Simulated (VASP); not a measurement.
# Hf in VASP: single point with PBEsol+D3(BJ)

Aim: the single point of Hf with PBEsol+D3(BJ).

Program: VASP 6.6.1. These are calculated values, not measurements. Logs are shortened: lines on timing, memory, paths and dates and some standing lists are left out, and cuts for length are marked.

## Step 1: The cell of the first run

The cell holds a slab with vacuum, 4 atoms: a = 3.240 Å, b = 3.240 Å, c = 27.655 Å, α = 90.00°, β = 90.00°, γ = 120.00°.

## Step 2: Single point, PBEsol+D3(BJ)

Input file INCAR:

```
PREC = Accurate ; ENCUT = 400
EDIFF = 1E-6 ; ISMEAR = 1
SIGMA = 0.1 ; LREAL = False
LASPH = True ; NELM = 120
ALGO = Normal ; ISIF = 2
LWAVE = False ; LCHARG = False
LDIPOL = True ; IDIPOL = 3
DIPOL = 0.5 0.5 0.382 ; GGA = PS
IVDW = 12 ; NBANDS = 28
GGA_COMPAT = False ; NELMDL = -8
```

Input file KPOINTS:

```
Automatic mesh
0
Gamma
  12 12 1
```

Input file POSCAR:

```
Hf
1.0
    3.2404358122      0.0000000000      0.0000000000
   -1.6202179061      2.8062997327      0.0000000000
    0.0000000000      0.0000000000     27.6553847131
Hf
4
Direct
    0.3333333333      0.6666666667      0.2532661178
    0.6666666667      0.3333333333      0.3354523571
    0.3333333333      0.6666666667      0.4280856379
    0.6666666667      0.3333333333      0.5102730964
```

Potentials or basis: VASP PAW PBE potentials, release 64 (Hf_pv).

Run with:

```bash
cat potpaw_PBE.64/Hf_pv/POTCAR > POTCAR
mpirun -np 1 vasp_std > vasp.out
```

OUTCAR:

```text
PREC = Accurate
   ENCUT = 400
   EDIFF = 1E-6
   ISMEAR = 1
   LREAL = False
   LASPH = True
   NELM = 120
   ISIF = 2
   GGA = PS
   IVDW = 12
   NELMDL = -8
 IVDW          = 12

 ion  position               nearest neighbor table
   1  0.333  0.667  0.253-   2 2.94   2 2.94   2 2.94
   2  0.667  0.333  0.335-   1 2.94   1 2.94   1 2.94   3 3.17   3 3.17   3 3.17
   3  0.333  0.667  0.428-   4 2.94   4 2.94   4 2.94   2 3.17   2 3.17   2 3.17
   4  0.667  0.333  0.510-   3 2.94   3 2.94   3 2.94

  LATTYP: Found a hexagonal cell.
 ALAT       =     3.2404358122
 C/A-ratio  =     8.5344645955

  Lattice vectors:

 A1 = (   3.2404358122,   0.0000000000,   0.0000000000)
 A2 = (  -1.6202179061,   2.8062997327,   0.0000000000)
 A3 = (   0.0000000000,   0.0000000000,  27.6553847131)

Analysis of symmetry for initial positions (statically):
=====================================================================
 Subroutine PRICEL returns:
 Original cell was already a primitive cell.

 Routine SETGRP: Setting up the symmetry group for a
 hexagonal supercell.

 Subroutine GETGRP returns: Found 12 space group operations
 (whereof  6 operations were pure point group operations)
 out of a pool of 24 trial point group operations.

The static configuration has the point symmetry C_3v.
 The point group associated with its full space group is D_3d.

Analysis of symmetry for dynamics (positions and initial velocities):
=====================================================================
 Subroutine PRICEL returns:
 Original cell was already a primitive cell.

 Routine SETGRP: Setting up the symmetry group for a
 hexagonal supercell.

 Subroutine GETGRP returns: Found 12 space group operations
 (whereof  6 operations were pure point group operations)
 out of a pool of 24 trial point group operations.

The dynamic configuration has the point symmetry C_3v.
 The point group associated with its full space group is D_3d.

 Subroutine INISYM returns: Found 12 space group operations
 (whereof  6 operations are pure point group operations),
 and found     1 'primitive' translations

----------------------------------------------------------------------------------------

                                     Primitive cell

  volume of cell :     251.4880

  direct lattice vectors                    reciprocal lattice vectors
     3.240435812  0.000000000  0.000000000     0.308600465  0.178170562  0.000000000
    -1.620217906  2.806299733  0.000000000     0.000000000  0.356341124  0.000000000
     0.000000000  0.000000000 27.655384713     0.000000000  0.000000000  0.036159323

  length of vectors
     3.240435812  3.240435812 27.655384713     0.356341124  0.356341124  0.036159323

  position of ions in fractional coordinates (direct lattice)
     0.333333333  0.666666667  0.253266118
     0.666666667  0.333333333  0.335452357
     0.333333333  0.666666667  0.428085638
     0.666666667  0.333333333  0.510273096

  ion indices of the primitive-cell ions
   primitive index   ion index
                 1           1
                 2           2
                 3           3
                 4           4

----------------------------------------------------------------------------------------

 KPOINTS: Automatic mesh

Automatic generation of k-mesh.
 Grid dimensions read from file:
 generate k-points for:   12   12    1

 Generating k-lattice:

  Cartesian coordinates                     Fractional coordinates (reciprocal lattice)
     0.025716705  0.014847547  0.000000000     0.083333333  0.000000000  0.000000000
     0.000000000  0.029695094  0.000000000     0.000000000  0.083333333  0.000000000
     0.000000000  0.000000000  0.036159323     0.000000000  0.000000000  1.000000000

  Length of vectors
     0.029695094  0.029695094  0.036159323

  Shift w.r.t. Gamma in fractional coordinates (k-lattice)
     0.000000000  0.000000000  0.000000000

 Subroutine IBZKPT returns following result:
 ===========================================

 Found     19 irreducible k-points:

 Following reciprocal coordinates:
            Coordinates               Weight
  0.000000  0.000000  0.000000      1.000000
  0.083333 -0.000000  0.000000      6.000000
  0.166667  0.000000  0.000000      6.000000
  0.250000  0.000000  0.000000      6.000000
  0.333333  0.000000  0.000000      6.000000
  0.416667  0.000000  0.000000      6.000000
[... 11 lines left out ...]
  0.333333  0.250000  0.000000     12.000000
  0.333333  0.333333  0.000000      2.000000
   k-points           NKPTS =     19   k-points in BZ     NKDIM =     19   number of bands    NBANDS=     28
   number of dos      NEDOS =    301   number of ions     NIONS =      4
   total plane-waves  NPLWV = 103680
   dimension x,y,z NGX =    24 NGY =   24 NGZ =  180
   dimension x,y,z NGXF=    48 NGYF=   48 NGZF=  360
   ions per type =               4
   NGX,Y,Z   is equivalent  to a cutoff of  12.31, 12.31, 10.82 a.u.
   NGXF,Y,Z  is equivalent  to a cutoff of  24.63, 24.63, 21.64 a.u.
 SYSTEM =  unknown system
   PREC   = accura    normal or accurate (medium, high low for compatibility)
   ISTART =      0    job   : 0-new  1-cont  2-samecut
   ICHARG =      2    charge: 1-file 2-atom 10-const
   ISPIN  =      1    spin polarized calculation?
   LNONCOLLINEAR =      F non collinear calculations
   LSORBIT =      F    spin-orbit coupling
   LASPH  =      T    aspherical Exc in radial PAW
   ENCUT  =  400.0 eV  29.40 Ry    5.42 a.u.   5.28  5.28 45.10*2*pi/ulx,y,z
   NELM   =    120;   NELMIN=  2; NELMDL= -8     # of ELM steps
   EDIFF  = 0.1E-05   stopping-criterion for ELM
   LREAL  =      F    real-space projection
   EDIFFG = 0.1E-04   stopping-criterion for IOM
   NSW    =      0    number of steps for IOM
   IBRION =     -1    ionic relax: 0-MD 1-quasi-New 2-CG
   NFREE  =      0    steps in history (QN), initial steepest desc. (CG)
   ISIF   =      2    stress and relaxation
   ISYM   =      2    0-nonsym 1-usesym 2-fastsym
   POTIM  = 0.5000    time-step for ionic-motion
   TEBEG  =    0.0;   TEEND  =   0.0 temperature during run
   PSTRESS=    0.0 pullay stress
   NELECT =      40.0000    total number of electrons
   NUPDOWN=      -1.0000    fix difference up-down
   EMIN   =  10.00;   EMAX   =-10.00  energy-range for DOS
   EFERMI =   0.00;   METHOD = LEGACY
   ISMEAR =     1;   SIGMA  =   0.10  broadening in eV -4-tet -1-fermi 0-gaus
   EFERMI_NEDOS =   21; number of points for ismear=-14 and -15
   IALGO  =     38    algorithm
   IMIX   =      4    mixing-type and parameters
     AMIX     =   0.40;   BMIX     =  1.00
     AMIX_MAG =   1.60;   BMIX_MAG =  1.00
  volume/ion in A,a.u.               =      62.87       424.28
  Fermi-wavevector in a.u.,A,eV,Ry     =   0.886998  1.676182 10.704584  0.786765
  Thomas-Fermi vector in A             =   2.008238
   LORBIT       =      0    0 simple, 1 ext, 2 COOP (PROOUT), +10 PAW based schemes
   GGA     = PS    functional components
   LHFCALC =     F    Hartree Fock is set to
   AEXX    =    0.0000 exact exchange contribution
   IVDW    =    12    specifies the selected vdW correction
   LEPSILON=     F    determine dielectric tensor
   LRPA    =     F    only Hartree local field effects (RPA)
 non-spin polarized calculation
 Methfessel and Paxton  Order N= 1 SIGMA  =   0.10
  energy-cutoff  :      400.00
  volume of cell :      251.49
 maximum number of plane-waves:      4601
 NGX is ok and might be reduce to    24
   NGX = 11   NGY = 11   NGZ = 91

 dipolmoment           0.000000      0.000000     -0.000342 electrons x Angstroem

 number of electron      40.0000005 magnetization

 dipolmoment           0.000000      0.000000      0.000247 electrons x Angstroem

 Free energy of the ion-electron system (eV)
  ---------------------------------------------------
  ext. energy  EPLUGINS =         0.00000000
  ---------------------------------------------------
  free energy    TOTEN  =       -39.82982106 eV

  energy without entropy =      -39.82764401  energy(sigma->0) =      -39.82909537

 E-fermi :  -1.0348     XC(G=0):  -4.7757

 val. band max:       -1.0355640207   @ k =   0.3333   0.1667   0.0000
 cond. band min:      -1.0248430293   @ k =   0.0000   0.0000   0.0000
 fundamental gap:      0.0107209915
 Fermi energy:        -1.0347549654

 k-point     1 :       0.0000    0.0000    0.0000
  band No.  band energies     occupation
      1     -32.1255      2.00000
      2     -32.0409      2.00000
      3     -31.5063      2.00000
      4     -31.5063      2.00000
      5     -31.5012      2.00000
      6     -31.5012      2.00000
[... 20 lines left out ...]
     27       0.5147     -0.00000
     28       0.5254     -0.00000

 k-point     2 :       0.0833   -0.0000    0.0000
  band No.  band energies     occupation
      1     -32.1127      2.00000
      2     -32.0356      2.00000
      3     -31.5612      2.00000
      4     -31.5447      2.00000
      5     -31.5156      2.00000
      6     -31.5104      2.00000
[... 20 lines left out ...]
     27       0.5959     -0.00000
     28       0.6363     -0.00000

 k-point     3 :       0.1667    0.0000    0.0000
  band No.  band energies     occupation
      1     -32.0784      2.00000
      2     -32.0228      2.00000
      3     -31.6761      2.00000
      4     -31.6493      2.00000
      5     -31.5408      2.00000
      6     -31.5353      2.00000
[... 20 lines left out ...]
     27       0.6567     -0.00000
     28       0.9963      0.00000

 k-point     4 :       0.2500    0.0000    0.0000
  band No.  band energies     occupation
      1     -32.0354      2.00000
      2     -32.0110      2.00000
      3     -31.8091      2.00000
      4     -31.7827      2.00000
      5     -31.5751      2.00000
      6     -31.5689      2.00000
[... 423 lines left out ...]
     27       1.9798      0.00000
     28       2.2719      0.00000

 k-point    18 :       0.3333    0.2500    0.0000
  band No.  band energies     occupation
      1     -31.9909      2.00000
      2     -31.9787      2.00000
      3     -31.9449      2.00000
      4     -31.9279      2.00000
      5     -31.8217      2.00000
      6     -31.8094      2.00000
[... 20 lines left out ...]
     27       2.2556      0.00000
     28       2.7866      0.00000

 k-point    19 :       0.3333    0.3333    0.0000
  band No.  band energies     occupation
      1     -31.9562      2.00000
      2     -31.9559      2.00000
      3     -31.9166      2.00000
      4     -31.9165      2.00000
      5     -31.8860      2.00000
      6     -31.8733      2.00000
[... 20 lines left out ...]
     27       2.5245      0.00000
     28       2.9799      0.00000

------------------------ aborting loop because EDIFF is reached ----------------------------------------

 vacuum level on the upper side and lower side of the slab       (xc-potential included)        -0.005        -0.009

 Edisp (eV)   -1.42324

 E8    (eV) :    -1.0962

  FORCE on cell =-STRESS in cart. coord.  units (eV):
  Direction    XX          YY          ZZ          XY          YZ          ZX
  --------------------------------------------------------------------------------------
  -------------------------------------------------------------------------------------
  Total      -5.40482    -5.40482    -0.36415     0.00000     0.00000     0.00000
  in kB     -34.43301   -34.43301    -2.31993     0.00000     0.00000     0.00000
  external pressure =      -23.73 kB  Pullay stress =        0.00 kB

 VOLUME and BASIS-vectors are now :
 -----------------------------------------------------------------------------
  energy-cutoff  :      400.00
  volume of cell :      251.49
      direct lattice vectors                 reciprocal lattice vectors
     3.240435812  0.000000000  0.000000000     0.308600465  0.178170562  0.000000000
    -1.620217906  2.806299733  0.000000000     0.000000000  0.356341124  0.000000000
     0.000000000  0.000000000 27.655384713     0.000000000  0.000000000  0.036159323

 POSITION                                       TOTAL-FORCE (eV/Angst)
 -----------------------------------------------------------------------------------
     -0.00000      1.87087      7.00417         0.000000      0.000000      0.055361
      1.62022      0.93543      9.27706        -0.000000     -0.000000     -0.034456
     -0.00000      1.87087     11.83887        -0.000000      0.000000      0.034456
      1.62022      0.93543     14.11180        -0.000000     -0.000000     -0.055361
 -----------------------------------------------------------------------------------
    total drift:                               -0.000000      0.000000      0.028806

  FREE ENERGIE OF THE ION-ELECTRON SYSTEM (eV)
  ---------------------------------------------------
  free  energy   TOTEN  =       -41.2530569926 eV

  energy  without entropy=      -41.2508799488  energy(sigma->0) =      -41.25233131

 vacuum level on the upper side and lower side of the slab         3.333         3.328
```

Wall time 6.5 min (1 thread of Intel Xeon 8259CL, shared host); peak memory 0.34 GiB.

What came out:

- Free energy: -41.2531 eV
- Largest force: 0.055 eV/Å
- Band gap on the k mesh: zero (bands 20 and 21 overlap by 1.31 eV)
- Dispersion energy per atom: -0.356 eV

Forces in eV/Å, atoms in the order of the input:
```
Hf   0.000  0.000  0.055
Hf   0.000  0.000 -0.034
Hf   0.000  0.000  0.034
Hf   0.000  0.000 -0.055
```

Levels at points of the mesh, in eV from the Fermi level:
```csv
k point,band 18,band 19,band 20,band 21,band 22,band 23
"(0.00, 0.00, 0.00)",0.01,0.78,0.81,0.81,0.90,0.90
"(0.50, 0.00, 0.00)",-1.23,-0.86,0.25,0.61,0.79,1.41
```

Caveat: the PAW data sets were made with another functional, which shifts forces and pressure a little; spin-orbit coupling is left out, which moves the levels of the heavy elements.
